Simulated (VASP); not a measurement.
# CdSe (F-43m) in VASP: a series of runs

Runs on CdSe. Level: r2SCAN. Tasks: single point.

Program: VASP 6.6.1. These are calculated values, not measurements. Logs are shortened: lines on timing, memory, paths and dates and some standing lists are left out, and cuts for length are marked.

## Step 1: The cell of the first run

Symmetry: F-43m, No. 216, cubic system. Conventional cell: a = 5.759 Å, b = 5.759 Å, c = 5.759 Å, α = 90.00°, β = 90.00°, γ = 90.00°. Within 3.3 Å of Cd (site symmetry -43m) lie 4 Se at 2.49 Å. Se (site symmetry -43m) has 4 Cd at 2.49 Å within 3.3 Å.

## Step 2: Single point, r2SCAN

Contents of POSCAR:

```
CdSe
1.0
    2.8797105629      2.8797105629      0.0000000000
   -2.8797105629      2.8797105629      0.0000000000
    0.0000000000      2.8797105629      2.8797105629
Cd Se
1 1
Direct
    0.0000000000      0.0000000000      0.0000000000
    0.7500000000      0.2500000000      0.5000000000
```

Contents of INCAR.step1:

```
SYSTEM = CdSe
ALGO = Normal
EDIFF = 1E-4
ENCUT = 520
GGA = PE
ISMEAR = 0
LASPH = .TRUE.
LCHARG = .FALSE.
LREAL = .FALSE.
LWAVE = .TRUE.
NBANDS = 16
NELM = 80
PREC = Accurate
SIGMA = 0.01
```

Contents of INCAR.step2:

```
SYSTEM = CdSe
ALGO = Normal
EDIFF = 1E-7
ENCUT = 520
ISIF = 2
ISMEAR = 0
ISTART = 1
LASPH = .TRUE.
LCHARG = .FALSE.
LMIXTAU = .TRUE.
LREAL = .FALSE.
LWAVE = .FALSE.
METAGGA = R2SCAN
NBANDS = 16
NELM = 80
PREC = Accurate
SIGMA = 0.01
```

Contents of KPOINTS:

```
k-points
0
G
  6 6 6
  0 0 0
```

Potentials or basis: VASP PAW PBE potentials, release 64 (Cd, Se).

On the command line:

```console
$ cat potpaw_PBE.64/Cd/POTCAR potpaw_PBE.64/Se/POTCAR > POTCAR
$ cp INCAR.step1 INCAR
$ mpirun -np 1 vasp_std > vasp.out
$ cp INCAR.step2 INCAR
$ mpirun -np 1 vasp_std > vasp.out
```

OUTCAR:

```text
SYSTEM = CdSe
   EDIFF = 1E-7
   ENCUT = 520
   ISIF = 2
   ISMEAR = 0
   ISTART = 1
   LASPH = .TRUE.
   LREAL = .FALSE.
   METAGGA = R2SCAN
   NELM = 80
   PREC = Accurate

 ion  position               nearest neighbor table
   1  0.000  0.000  0.000-   2 2.49   2 2.49   2 2.49   2 2.49
   2  0.750  0.250  0.500-   1 2.49   1 2.49   1 2.49   1 2.49

  LATTYP: Found a face centered cubic cell.
 ALAT       =     5.7594211258

  Lattice vectors:

 A1 = (   0.0000000000,   2.8797105629,   2.8797105629)
 A2 = (   2.8797105629,   0.0000000000,   2.8797105629)
 A3 = (   2.8797105629,   2.8797105629,   0.0000000000)

Analysis of symmetry for initial positions (statically):
=====================================================================
 Subroutine PRICEL returns:
 Original cell was already a primitive cell.

 Routine SETGRP: Setting up the symmetry group for a
 face centered cubic supercell.

 Subroutine GETGRP returns: Found 24 space group operations
 (whereof 24 operations were pure point group operations)
 out of a pool of 48 trial point group operations.

The static configuration has the point symmetry T_d .

Analysis of symmetry for dynamics (positions and initial velocities):
=====================================================================
 Subroutine PRICEL returns:
 Original cell was already a primitive cell.

 Routine SETGRP: Setting up the symmetry group for a
 face centered cubic supercell.

 Subroutine GETGRP returns: Found 24 space group operations
 (whereof 24 operations were pure point group operations)
 out of a pool of 48 trial point group operations.

The dynamic configuration has the point symmetry T_d .

 Subroutine INISYM returns: Found 24 space group operations
 (whereof 24 operations are pure point group operations),
 and found     1 'primitive' translations

----------------------------------------------------------------------------------------

                                     Primitive cell

  volume of cell :      47.7613

  direct lattice vectors                    reciprocal lattice vectors
     2.879710563  2.879710563  0.000000000     0.173628561  0.173628561 -0.173628561
    -2.879710563  2.879710563  0.000000000    -0.173628561  0.173628561 -0.173628561
     0.000000000  2.879710563  2.879710563     0.000000000  0.000000000  0.347257121

  length of vectors
     4.072525734  4.072525734  4.072525734     0.300733489  0.300733489  0.347257121

  position of ions in fractional coordinates (direct lattice)
     0.000000000  0.000000000  0.000000000
     0.750000000  0.250000000  0.500000000

  ion indices of the primitive-cell ions
   primitive index   ion index
                 1           1
                 2           2

----------------------------------------------------------------------------------------

 KPOINTS: k-points

Automatic generation of k-mesh.
 Grid dimensions read from file:
 generate k-points for:    6    6    6

 Generating k-lattice:

  Cartesian coordinates                     Fractional coordinates (reciprocal lattice)
     0.028938093  0.028938093 -0.028938093     0.166666667  0.000000000  0.000000000
    -0.028938093  0.028938093 -0.028938093     0.000000000  0.166666667  0.000000000
     0.000000000  0.000000000  0.057876187     0.000000000  0.000000000  0.166666667

  Length of vectors
     0.050122248  0.050122248  0.057876187

  Shift w.r.t. Gamma in fractional coordinates (k-lattice)
     0.000000000  0.000000000  0.000000000

 Subroutine IBZKPT returns following result:
 ===========================================

 Found     16 irreducible k-points:

 Following reciprocal coordinates:
            Coordinates               Weight
  0.000000  0.000000  0.000000      1.000000
  0.166667  0.000000  0.000000      8.000000
  0.333333  0.000000  0.000000      8.000000
  0.500000  0.000000  0.000000      4.000000
  0.166667  0.166667  0.000000     12.000000
  0.333333  0.166667  0.000000     24.000000
[... 8 lines left out ...]
  0.500000  0.333333  0.166667     24.000000
  0.500000  0.500000  0.166667     12.000000
   k-points           NKPTS =     16   k-points in BZ     NKDIM =     16   number of bands    NBANDS=     16
   number of dos      NEDOS =    301   number of ions     NIONS =      2
   total plane-waves  NPLWV =  27000
   dimension x,y,z NGX =    30 NGY =   30 NGZ =   30
   dimension x,y,z NGXF=    60 NGYF=   60 NGZF=   60
   ions per type =               1   1
   NGX,Y,Z   is equivalent  to a cutoff of  12.25, 12.25, 12.25 a.u.
   NGXF,Y,Z  is equivalent  to a cutoff of  24.49, 24.49, 24.49 a.u.
 SYSTEM =  CdSe
   PREC   = accura    normal or accurate (medium, high low for compatibility)
   ISTART =      1    job   : 0-new  1-cont  2-samecut
   ICHARG =      0    charge: 1-file 2-atom 10-const
   ISPIN  =      1    spin polarized calculation?
   LNONCOLLINEAR =      F non collinear calculations
   LSORBIT =      F    spin-orbit coupling
   LASPH  =      T    aspherical Exc in radial PAW
   ENCUT  =  520.0 eV  38.22 Ry    6.18 a.u.   7.57  7.57  7.57*2*pi/ulx,y,z
   NELM   =     80;   NELMIN=  2; NELMDL=  0     # of ELM steps
   EDIFF  = 0.1E-06   stopping-criterion for ELM
   LREAL  =      F    real-space projection
   EDIFFG = 0.1E-05   stopping-criterion for IOM
   NSW    =      0    number of steps for IOM
   IBRION =     -1    ionic relax: 0-MD 1-quasi-New 2-CG
   NFREE  =      0    steps in history (QN), initial steepest desc. (CG)
   ISIF   =      2    stress and relaxation
   ISYM   =      2    0-nonsym 1-usesym 2-fastsym
   POTIM  = 0.5000    time-step for ionic-motion
   TEBEG  =    0.0;   TEEND  =   0.0 temperature during run
   PSTRESS=    0.0 pullay stress
   NELECT =      18.0000    total number of electrons
   NUPDOWN=      -1.0000    fix difference up-down
   EMIN   =  10.00;   EMAX   =-10.00  energy-range for DOS
   EFERMI =   0.00;   METHOD = LEGACY
   ISMEAR =     0;   SIGMA  =   0.01  broadening in eV -4-tet -1-fermi 0-gaus
   EFERMI_NEDOS =   21; number of points for ismear=-14 and -15
   IALGO  =     38    algorithm
   IMIX   =      4    mixing-type and parameters
     AMIX     =   0.40;   BMIX     =  1.00
     AMIX_MAG =   1.60;   BMIX_MAG =  1.00
  volume/ion in A,a.u.               =      23.88       161.15
  Fermi-wavevector in a.u.,A,eV,Ry     =   1.182515  2.234630 19.025609  1.398343
  Thomas-Fermi vector in A             =   2.318768
   LORBIT       =      0    0 simple, 1 ext, 2 COOP (PROOUT), +10 PAW based schemes
   METAGGA = R2SCAN    functional components
   LHFCALC =     F    Hartree Fock is set to
   AEXX    =    0.0000 exact exchange contribution
   IVDW    =     0    specifies the selected vdW correction
   LEPSILON=     F    determine dielectric tensor
   LRPA    =     F    only Hartree local field effects (RPA)
 non-spin polarized calculation
 Gauss-broadening in eV      SIGMA  =   0.01
  energy-cutoff  :      520.00
  volume of cell :       47.76
 maximum number of plane-waves:      1303
   NGX = 15   NGY = 15   NGZ = 15

 number of electron      18.0000008 magnetization

 Free energy of the ion-electron system (eV)
  ---------------------------------------------------
  ext. energy  EPLUGINS =         0.00000000
  ---------------------------------------------------
  free energy    TOTEN  =       -35.49811706 eV

  energy without entropy =      -35.49811706  energy(sigma->0) =      -35.49811706

 E-fermi :   2.1778     XC(G=0): -10.2436

 val. band max:        2.1237426718   @ k =   0.0000   0.0000   0.0000
 cond. band min:       3.5655729140   @ k =   0.0000   0.0000   0.0000
 fundamental gap:      1.4418302421
 Fermi energy:         2.1777637716

 k-point     1 :       0.0000    0.0000    0.0000
  band No.  band energies     occupation
      1     -12.0196      2.00000
      2      -6.7781      2.00000
      3      -6.7781      2.00000
      4      -6.7781      2.00000
      5      -6.1503      2.00000
      6      -6.1503      2.00000
[... 8 lines left out ...]
     15      14.1328      0.00000
     16      14.1328      0.00000

 k-point     2 :       0.1667    0.0000    0.0000
  band No.  band energies     occupation
      1     -11.8853      2.00000
      2      -6.7316      2.00000
      3      -6.7316      2.00000
      4      -6.6683      2.00000
      5      -6.1523      2.00000
      6      -6.1522      2.00000
[... 8 lines left out ...]
     15      12.9474      0.00000
     16      13.5569      0.00000

 k-point     3 :       0.3333    0.0000    0.0000
  band No.  band energies     occupation
      1     -11.6109      2.00000
      2      -6.6533      2.00000
      3      -6.6533      2.00000
      4      -6.2272      2.00000
      5      -6.1346      2.00000
      6      -6.1346      2.00000
[... 8 lines left out ...]
     15      13.5691      0.00000
     16      13.5691      0.00000

 k-point     4 :       0.5000    0.0000    0.0000
  band No.  band energies     occupation
      1     -11.4724      2.00000
      2      -6.6249      2.00000
      3      -6.6248      2.00000
      4      -6.1113      2.00000
      5      -6.1113      2.00000
      6      -5.6975      2.00000
[... 8 lines left out ...]
     15      15.4805      0.00000
     16      15.4805      0.00000

 k-point     5 :       0.1667    0.1667    0.0000
  band No.  band energies     occupation
      1     -11.7042      2.00000
      2      -6.6764      2.00000
      3      -6.6465      2.00000
      4      -6.4786      2.00000
      5      -6.1757      2.00000
      6      -6.1117      2.00000
[... 8 lines left out ...]
     15      13.8675      0.00000
     16      15.5111      0.00000

 k-point     6 :       0.3333    0.1667    0.0000
  band No.  band energies     occupation
      1     -11.4765      2.00000
      2      -6.5973      2.00000
      3      -6.5876      2.00000
      4      -6.1710      2.00000
      5      -6.1527      2.00000
      6      -5.8576      2.00000
[... 8 lines left out ...]
     15      14.3429      0.00000
     16      15.6009      0.00000

 k-point     7 :       0.5000    0.1667    0.0000
  band No.  band energies     occupation
      1     -11.4311      2.00000
      2      -6.5981      2.00000
      3      -6.5539      2.00000
      4      -6.1995      2.00000
      5      -6.1041      2.00000
      6      -5.6888      2.00000
[... 8 lines left out ...]
     15      15.2680      0.00000
     16      15.5834      0.00000

 k-point     8 :      -0.3333    0.1667    0.0000
  band No.  band energies     occupation
      1     -11.6137      2.00000
      2      -6.6368      2.00000
      3      -6.5918      2.00000
      4      -6.4165      2.00000
      5      -6.1347      2.00000
      6      -6.1049      2.00000
[... 8 lines left out ...]
     15      14.5935      0.00000
     16      15.0204      0.00000

 k-point     9 :      -0.1667    0.1667    0.0000
  band No.  band energies     occupation
      1     -11.8408      2.00000
      2      -6.6972      2.00000
      3      -6.6842      2.00000
      4      -6.6842      2.00000
      5      -6.1802      2.00000
      6      -6.1260      2.00000
[... 8 lines left out ...]
     15      14.3589      0.00000
     16      15.4802      0.00000

 k-point    10 :       0.3333    0.3333    0.0000
  band No.  band energies     occupation
      1     -11.3453      2.00000
      2      -6.5511      2.00000
      3      -6.4628      2.00000
      4      -6.2204      2.00000
      5      -6.1297      2.00000
      6      -5.4857      2.00000
[... 8 lines left out ...]
     15      13.9015      0.00000
     16      17.7763      0.00000

 k-point    11 :       0.5000    0.3333    0.0000
  band No.  band energies     occupation
      1     -11.3452      2.00000
      2      -6.5249      2.00000
      3      -6.4096      2.00000
      4      -6.3339      2.00000
      5      -6.0782      2.00000
      6      -5.6446      2.00000
[... 8 lines left out ...]
     15      15.8327      0.00000
     16      17.0146      0.00000

 k-point    12 :      -0.3333    0.3333    0.0000
  band No.  band energies     occupation
      1     -11.4794      2.00000
      2      -6.5177      2.00000
      3      -6.4680      2.00000
      4      -6.4680      2.00000
      5      -6.0773      2.00000
      6      -6.0383      2.00000
[... 8 lines left out ...]
     15      14.9428      0.00000
     16      18.0278      0.00000

 k-point    13 :       0.5000    0.5000    0.0000
  band No.  band energies     occupation
      1     -11.3005      2.00000
      2      -6.5147      2.00000
      3      -6.3413      2.00000
      4      -6.3413      2.00000
      5      -6.0528      2.00000
      6      -5.6067      2.00000
[... 8 lines left out ...]
     15      15.3517      0.00000
     16      16.7792      0.00000

 k-point    14 :       0.3333    0.3333    0.1667
  band No.  band energies     occupation
      1     -11.4339      2.00000
      2      -6.5454      2.00000
      3      -6.5307      2.00000
      4      -6.2898      2.00000
      5      -6.1090      2.00000
      6      -5.8352      2.00000
[... 8 lines left out ...]
     15      15.8072      0.00000
     16      16.5613      0.00000

 k-point    15 :       0.5000    0.3333    0.1667
  band No.  band energies     occupation
      1     -11.3453      2.00000
      2      -6.5355      2.00000
      3      -6.4834      2.00000
      4      -6.2081      2.00000
      5      -6.1388      2.00000
      6      -5.4790      2.00000
[... 8 lines left out ...]
     15      15.2996      0.00000
     16      16.6046      0.00000

 k-point    16 :       0.5000    0.5000    0.1667
  band No.  band energies     occupation
      1     -11.3021      2.00000
      2      -6.5017      2.00000
      3      -6.4249      2.00000
      4      -6.2635      2.00000
      5      -6.1094      2.00000
      6      -5.4312      2.00000
[... 8 lines left out ...]
     15      16.3707      0.00000
     16      16.5175      0.00000

------------------------ aborting loop because EDIFF is reached ----------------------------------------

  FORCE on cell =-STRESS in cart. coord.  units (eV):
  Direction    XX          YY          ZZ          XY          YZ          ZX
  --------------------------------------------------------------------------------------
  -------------------------------------------------------------------------------------
  Total        4.6468144      4.6468144      4.6468144      0.0000000      0.0000000     -0.0000000
  in kB      155.8796391    155.8796391    155.8796391      0.0000000      0.0000000     -0.0000000
  external PRESSURE =     155.8796391 kB  Pullay stress =       0.0000000 kB

 VOLUME and BASIS-vectors are now :
 -----------------------------------------------------------------------------
  energy-cutoff  :      520.00
  volume of cell :       47.76
      direct lattice vectors                 reciprocal lattice vectors
     2.879710563  2.879710563  0.000000000     0.173628561  0.173628561 -0.173628561
    -2.879710563  2.879710563  0.000000000    -0.173628561  0.173628561 -0.173628561
     0.000000000  2.879710563  2.879710563     0.000000000  0.000000000  0.347257121

 POSITION                                       TOTAL-FORCE (eV/Angst)
 -----------------------------------------------------------------------------------
      0.00000      0.00000      0.00000         0.000000      0.000000      0.000000
      1.43986      4.31957      1.43986        -0.000000     -0.000000      0.000000
 -----------------------------------------------------------------------------------
    total drift:                               -0.000004     -0.000000      0.000000

  FREE ENERGIE OF THE ION-ELECTRON SYSTEM (eV)
  ---------------------------------------------------
  free  energy   TOTEN  =       -35.4981170593 eV

  energy  without entropy=      -35.4981170593  energy(sigma->0) =      -35.49811706
```

It took 96 s on 1 thread of Intel Xeon 8259CL, shared host; peak memory 0.17 GiB.

Results:

```
Free energy            : -35.4981 eV
Pressure               : 15.6 GPa
Band gap on the k mesh : 1.44 eV
```

Levels at points of the mesh, in eV from the valence-band top:
| k point | band 5 | band 6 | band 7 | band 8 | band 9 | band 10 | band 11 | band 12 | band 13 | band 14 |
| --- | --- | --- | --- | --- | --- | --- | --- | --- | --- | --- |
| (0.00, 0.00, 0.00) | -8.27 | -8.27 | 0.00 | 0.00 | 0.00 | 1.44 | 6.40 | 6.40 | 6.40 | 11.07 |
| (0.50, 0.00, 0.00) | -8.23 | -7.82 | -5.56 | -1.04 | -1.04 | 3.05 | 6.89 | 6.89 | 8.22 | 11.25 |
| (0.50, 0.50, 0.00) | -8.18 | -7.73 | -4.94 | -2.54 | -2.54 | 3.11 | 4.20 | 10.67 | 11.99 | 11.99 |

Caveat: the cell stands under pressure; the PAW data sets were made with another functional, which shifts forces and pressure a little.

[end of part 1 of 2]
